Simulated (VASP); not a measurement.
# Mn (Im-3m) in VASP: single point with PBE

Aim: the single point of Mn with PBE.

Program: VASP 6.6.1. These are calculated values, not measurements. Logs are shortened: lines on timing, memory, paths and dates and some standing lists are left out, and cuts for length are marked.

## Step 1: The cell of the first run

Symmetry: Im-3m, No. 229, cubic system. The conventional cell has a = 3.081 Å, b = 3.081 Å, c = 3.081 Å, α = 90.00°, β = 90.00°, γ = 90.00°. Within 3.5 Å of Mn (site symmetry m-3m) lie 14 Mn at 2.67 to 3.08 Å.

This isn't the form of Mn at room conditions, which is a 58-atom cubic cell.

## Step 2: Single point, PBE, collinear spin, ferromagnetic start

Contents of INCAR:

```
PREC = Accurate
ENCUT = 500
EDIFF = 1E-6
ISMEAR = 0
SIGMA = 0.1
LREAL = False
LASPH = True
NELM = 200
ALGO = Normal
ISIF = 2
LWAVE = False
LCHARG = False
ISPIN = 2
MAGMOM = 4
LORBIT = 11
LMAXMIX = 4
GGA = PE
NBANDS = 16
GGA_COMPAT = False
```

Contents of KPOINTS:

```
regular mesh
0
Gamma
  8 8 8
```

Contents of POSCAR:

```
Mn
1.0
   -1.5405000000      1.5405000000      1.5405000000
    1.5405000000     -1.5405000000      1.5405000000
    1.5405000000      1.5405000000     -1.5405000000
Mn
1
Direct
    0.0000000000      0.0000000000      0.0000000000
```

Potentials or basis: VASP PAW PBE potentials, release 64 (Mn_pv).

Run with:

```console
cat potpaw_PBE.64/Mn_pv/POTCAR > POTCAR
mpirun -np 1 vasp_std > vasp.out
```

OUTCAR:

```text
PREC = Accurate
   ENCUT = 500
   EDIFF = 1E-6
   ISMEAR = 0
   LREAL = False
   LASPH = True
   NELM = 200
   ISIF = 2
   ISPIN = 2
   LORBIT = 11
   GGA = PE

 ion  position               nearest neighbor table
   1  0.000  0.000  0.000-

  LATTYP: Found a body centered cubic cell.
 ALAT       =     3.0810000000

  Lattice vectors:

 A1 = (  -1.5405000000,   1.5405000000,   1.5405000000)
 A2 = (   1.5405000000,  -1.5405000000,   1.5405000000)
 A3 = (   1.5405000000,   1.5405000000,  -1.5405000000)

Analysis of symmetry for initial positions (statically):
=====================================================================
 Subroutine PRICEL returns:
 Original cell was already a primitive cell.

 Routine SETGRP: Setting up the symmetry group for a
 body centered cubic supercell.

 Subroutine GETGRP returns: Found 48 space group operations
 (whereof 48 operations were pure point group operations)
 out of a pool of 48 trial point group operations.

The static configuration has the point symmetry O_h .

Analysis of symmetry for dynamics (positions and initial velocities):
=====================================================================
 Subroutine PRICEL returns:
 Original cell was already a primitive cell.

 Routine SETGRP: Setting up the symmetry group for a
 body centered cubic supercell.

 Subroutine GETGRP returns: Found 48 space group operations
 (whereof 48 operations were pure point group operations)
 out of a pool of 48 trial point group operations.

The dynamic configuration has the point symmetry O_h .

Analysis of structural, dynamic, and magnetic symmetry:
=====================================================================
 Subroutine PRICEL returns:
 Original cell was already a primitive cell.

 Routine SETGRP: Setting up the symmetry group for a
 body centered cubic supercell.

 Subroutine GETGRP returns: Found 48 space group operations
 (whereof 48 operations were pure point group operations)
 out of a pool of 48 trial point group operations.

The overall configuration has the point symmetry O_h .

 Subroutine INISYM returns: Found 48 space group operations
 (whereof 48 operations are pure point group operations),
 and found     1 'primitive' translations

----------------------------------------------------------------------------------------

                                     Primitive cell

  volume of cell :      14.6233

  direct lattice vectors                    reciprocal lattice vectors
    -1.540500000  1.540500000  1.540500000     0.000000000  0.324569945  0.324569945
     1.540500000 -1.540500000  1.540500000     0.324569945  0.000000000  0.324569945
     1.540500000  1.540500000 -1.540500000     0.324569945  0.324569945  0.000000000

  length of vectors
     2.668224269  2.668224269  2.668224269     0.459011218  0.459011218  0.459011218

  position of ions in fractional coordinates (direct lattice)
     0.000000000  0.000000000  0.000000000

  ion indices of the primitive-cell ions
   primitive index   ion index
                 1           1

----------------------------------------------------------------------------------------

 KPOINTS: regular mesh

Automatic generation of k-mesh.
 Grid dimensions read from file:
 generate k-points for:    8    8    8

 Generating k-lattice:

  Cartesian coordinates                     Fractional coordinates (reciprocal lattice)
     0.000000000  0.040571243  0.040571243     0.125000000  0.000000000  0.000000000
     0.040571243  0.000000000  0.040571243     0.000000000  0.125000000  0.000000000
     0.040571243  0.040571243  0.000000000     0.000000000  0.000000000  0.125000000

  Length of vectors
     0.057376402  0.057376402  0.057376402

  Shift w.r.t. Gamma in fractional coordinates (k-lattice)
     0.000000000  0.000000000  0.000000000

 Subroutine IBZKPT returns following result:
 ===========================================

 Found     29 irreducible k-points:

 Following reciprocal coordinates:
            Coordinates               Weight
  0.000000  0.000000  0.000000      1.000000
  0.125000  0.000000  0.000000     12.000000
  0.250000  0.000000  0.000000     12.000000
  0.375000  0.000000  0.000000     12.000000
  0.500000  0.000000  0.000000      6.000000
  0.125000  0.125000  0.000000     24.000000
[... 16 lines left out ...]
 -0.250000  0.250000  0.250000      6.000000
 -0.375000  0.375000  0.250000     24.000000
 [... further k-points ...]
   k-points           NKPTS =     29   k-points in BZ     NKDIM =     29   number of bands    NBANDS=     16
   number of dos      NEDOS =    301   number of ions     NIONS =      1
   total plane-waves  NPLWV =   8000
   dimension x,y,z NGX =    20 NGY =   20 NGZ =   20
   dimension x,y,z NGXF=    40 NGYF=   40 NGZF=   40
   ions per type =               1
   NGX,Y,Z   is equivalent  to a cutoff of  12.46, 12.46, 12.46 a.u.
   NGXF,Y,Z  is equivalent  to a cutoff of  24.92, 24.92, 24.92 a.u.
 SYSTEM =  unknown system
   PREC   = accura    normal or accurate (medium, high low for compatibility)
   ISTART =      0    job   : 0-new  1-cont  2-samecut
   ICHARG =      2    charge: 1-file 2-atom 10-const
   ISPIN  =      2    spin polarized calculation?
   LNONCOLLINEAR =      F non collinear calculations
   LSORBIT =      F    spin-orbit coupling
   LASPH  =      T    aspherical Exc in radial PAW
   ENCUT  =  500.0 eV  36.75 Ry    6.06 a.u.   4.86  4.86  4.86*2*pi/ulx,y,z
   NELM   =    200;   NELMIN=  2; NELMDL= -5     # of ELM steps
   EDIFF  = 0.1E-05   stopping-criterion for ELM
   LREAL  =      F    real-space projection
[... 7 lines left out ...]
   TEBEG  =    0.0;   TEEND  =   0.0 temperature during run
   PSTRESS=    0.0 pullay stress
   NELECT =      13.0000    total number of electrons
   NUPDOWN=      -1.0000    fix difference up-down
   EMIN   =  10.00;   EMAX   =-10.00  energy-range for DOS
   EFERMI =   0.00;   METHOD = LEGACY
   ISMEAR =     0;   SIGMA  =   0.10  broadening in eV -4-tet -1-fermi 0-gaus
   EFERMI_NEDOS =   21; number of points for ismear=-14 and -15
   IALGO  =     38    algorithm
   IMIX   =      4    mixing-type and parameters
     AMIX     =   0.40;   BMIX     =  1.00
     AMIX_MAG =   1.60;   BMIX_MAG =  1.00
  volume/ion in A,a.u.               =      14.62        98.68
  Fermi-wavevector in a.u.,A,eV,Ry     =   1.574131  2.974677 33.713725  2.477889
  Thomas-Fermi vector in A             =   2.675311
   LORBIT       =     11    0 simple, 1 ext, 2 COOP (PROOUT), +10 PAW based schemes
   GGA     = PE    functional components
   LHFCALC =     F    Hartree Fock is set to
   AEXX    =    0.0000 exact exchange contribution
   IVDW    =     0    specifies the selected vdW correction
   LEPSILON=     F    determine dielectric tensor
   LRPA    =     F    only Hartree local field effects (RPA)
 spin polarized calculation
 Gauss-broadening in eV      SIGMA  =   0.10
  energy-cutoff  :      500.00
  volume of cell :       14.62
 maximum number of plane-waves:       384
   NGX =  9   NGY =  9   NGZ =  9

 number of electron      12.9999990 magnetization       2.6304069

 Free energy of the ion-electron system (eV)
  ---------------------------------------------------
  ext. energy  EPLUGINS =         0.00000000
  ---------------------------------------------------
  free energy    TOTEN  =        -8.32757004 eV

  energy without entropy =       -8.31771698  energy(sigma->0) =       -8.32264351

 E-fermi :   6.8676     XC(G=0): -12.1862

 val. band max:        6.8498871425   @ k =   0.5000   0.5000   0.1250
 cond. band min:       6.8926588721   @ k =  -0.3750   0.3750   0.1250
 fundamental gap:      0.0427717297
 Fermi energy:         6.8676125075

 spin component 1

 k-point     1 :       0.0000    0.0000    0.0000
  band No.  band energies     occupation
      1     -41.7816      1.00000
      2     -41.7816      1.00000
      3     -41.7816      1.00000
      4      -0.3879      1.00000
      5       5.2667      1.00000
      6       5.2667      1.00000
[... 8 lines left out ...]
     15      34.2391      0.00000
     16      34.2391      0.00000

 k-point     2 :       0.1250    0.0000    0.0000
  band No.  band energies     occupation
      1     -41.8209      1.00000
      2     -41.7950      1.00000
      3     -41.7814      1.00000
      4       0.1487      1.00000
      5       5.1282      1.00000
      6       5.2409      1.00000
[... 8 lines left out ...]
     15      31.4882      0.00000
     16      34.4939      0.00000

 k-point     3 :       0.2500    0.0000    0.0000
  band No.  band energies     occupation
      1     -41.9150      1.00000
      2     -41.8271      1.00000
      3     -41.7811      1.00000
      4       1.5680      1.00000
      5       4.8063      1.00000
      6       5.1239      1.00000
[... 8 lines left out ...]
     15      32.9720      0.00000
     16      35.7209      0.00000

 k-point     4 :       0.3750    0.0000    0.0000
  band No.  band energies     occupation
      1     -42.0079      1.00000
      2     -41.8591      1.00000
      3     -41.7808      1.00000
      4       2.8222      1.00000
      5       4.5002      1.00000
      6       5.8094      1.00000
[... 8 lines left out ...]
     15      35.8535      0.00000
     16      36.2094      0.00000
[... 324 lines left out ...]
 k-point    22 :       0.2500    0.2500    0.2500
  band No.  band energies     occupation
      1     -41.9106      1.00000
      2     -41.9106      1.00000
      3     -41.9106      1.00000
      4       4.4478      1.00000
      5       4.4479      1.00000
      6       4.4479      1.00000
[... 8 lines left out ...]
     15      39.8019      0.00000
     16      39.8019      0.00000

 k-point    23 :      -0.2500    0.2500    0.2500
  band No.  band energies     occupation
      1     -41.9179      1.00000
      2     -41.8757      1.00000
      3     -41.8757      1.00000
      4       3.0079      1.00000
      5       4.7767      1.00000
      6       5.6196      1.00000
[... 8 lines left out ...]
     15      35.5241      0.00000
     16      35.9118      0.00000

 k-point    24 :      -0.3750    0.3750    0.2500
  band No.  band energies     occupation
      1     -41.9798      1.00000
      2     -41.9098      1.00000
      3     -41.8816      1.00000
      4       3.6748      1.00000
      5       4.2232      1.00000
      6       5.6337      1.00000
[... 8 lines left out ...]
     15      34.4700      0.00000
     16      36.1625      0.00000

 [... further k-points ...]

 spin component 2

 k-point     1 :       0.0000    0.0000    0.0000
  band No.  band energies     occupation
      1     -38.9826      1.00000
      2     -38.9826      1.00000
      3     -38.9825      1.00000
      4       0.0574      1.00000
      5       7.5033      0.00000
      6       7.5033      0.00000
[... 8 lines left out ...]
     15      35.5286      0.00000
     16      35.5287      0.00000

 k-point     2 :       0.1250    0.0000    0.0000
  band No.  band energies     occupation
      1     -39.0265      1.00000
      2     -38.9972      1.00000
      3     -38.9825      1.00000
      4       0.5981      1.00000
      5       7.3304      0.00000
      6       7.4463      0.00000
[... 8 lines left out ...]
     15      32.0924      0.00000
     16      34.8785      0.00000

 k-point     3 :       0.2500    0.0000    0.0000
  band No.  band energies     occupation
      1     -39.1315      1.00000
      2     -39.0324      1.00000
      3     -38.9822      1.00000
      4       2.0804      1.00000
      5       6.9332      0.17685
      6       7.1546      0.00002
[... 8 lines left out ...]
     15      33.3930      0.00000
     16      36.3801      0.00000

 k-point     4 :       0.3750    0.0000    0.0000
  band No.  band energies     occupation
      1     -39.2351      1.00000
      2     -39.0675      1.00000
      3     -38.9821      1.00000
      4       3.8452      1.00000
      5       6.5613      0.99999
      6       7.0804      0.00131
[... 8 lines left out ...]
     15      36.3905      0.00000
     16      36.6797      0.00000
[... 324 lines left out ...]
 k-point    22 :       0.2500    0.2500    0.2500
  band No.  band energies     occupation
      1     -39.1265      1.00000
      2     -39.1265      1.00000
      3     -39.1265      1.00000
      4       6.1080      1.00000
      5       6.1080      1.00000
      6       6.1080      1.00000
[... 8 lines left out ...]
     15      39.8651      0.00000
     16      40.6851      0.00000

 k-point    23 :      -0.2500    0.2500    0.2500
  band No.  band energies     occupation
      1     -39.1354      1.00000
      2     -39.0860      1.00000
      3     -39.0860      1.00000
      4       3.7384      1.00000
      5       7.0876      0.00093
      6       7.7750      0.00000
[... 8 lines left out ...]
     15      36.0535      0.00000
     16      36.7972      0.00000

 k-point    24 :      -0.3750    0.3750    0.2500
  band No.  band energies     occupation
      1     -39.2028      1.00000
      2     -39.1235      1.00000
      3     -39.0930      1.00000
      4       4.9892      1.00000
      5       6.2875      1.00000
      6       7.7917      0.00000
[... 8 lines left out ...]
     15      35.2193      0.00000
     16      37.2985      0.00000

 [... further k-points ...]

------------------------ aborting loop because EDIFF is reached ----------------------------------------

  FORCE on cell =-STRESS in cart. coord.  units (eV):
  Direction    XX          YY          ZZ          XY          YZ          ZX
  --------------------------------------------------------------------------------------
  -------------------------------------------------------------------------------------
  Total       -1.6757347     -1.6757347     -1.6757347      0.0000000     -0.0000000     -0.0000000
  in kB     -183.5991865   -183.5991865   -183.5991865      0.0000000     -0.0000000     -0.0000000
  external PRESSURE =    -183.5991865 kB  Pullay stress =       0.0000000 kB

 VOLUME and BASIS-vectors are now :
 -----------------------------------------------------------------------------
  energy-cutoff  :      500.00
  volume of cell :       14.62
      direct lattice vectors                 reciprocal lattice vectors
    -1.540500000  1.540500000  1.540500000     0.000000000  0.324569945  0.324569945
     1.540500000 -1.540500000  1.540500000     0.324569945  0.000000000  0.324569945
     1.540500000  1.540500000 -1.540500000     0.324569945  0.324569945  0.000000000

 POSITION                                       TOTAL-FORCE (eV/Angst)
 -----------------------------------------------------------------------------------
      0.00000      0.00000      0.00000         0.000000      0.000000      0.000000
 -----------------------------------------------------------------------------------
    total drift:                                0.000000     -0.000000      0.000000

  FREE ENERGIE OF THE ION-ELECTRON SYSTEM (eV)
  ---------------------------------------------------
  free  energy   TOTEN  =        -8.3275700378 eV

  energy  without entropy=       -8.3177169771  energy(sigma->0) =       -8.32264351

 total charge

# of ion       s       p       d       tot
------------------------------------------
    1        0.327   6.229   4.997  11.553

 magnetization (x)

# of ion       s       p       d       tot
------------------------------------------
    1       -0.006  -0.002   2.592   2.584
```

It took 19 s on 1 thread of Intel Xeon 8259CL, shared host; peak memory 0.13 GiB.

Results:

- Free energy: -8.3276 eV
- Pressure: -18.4 GPa
- Net moment: 2.63 μB per cell
- Site moments: Mn +2.58 μB
- Valence electrons inside the program's atomic spheres: Mn 11.55

Caveat: the k points lie up to 0.36 Å⁻¹ apart.
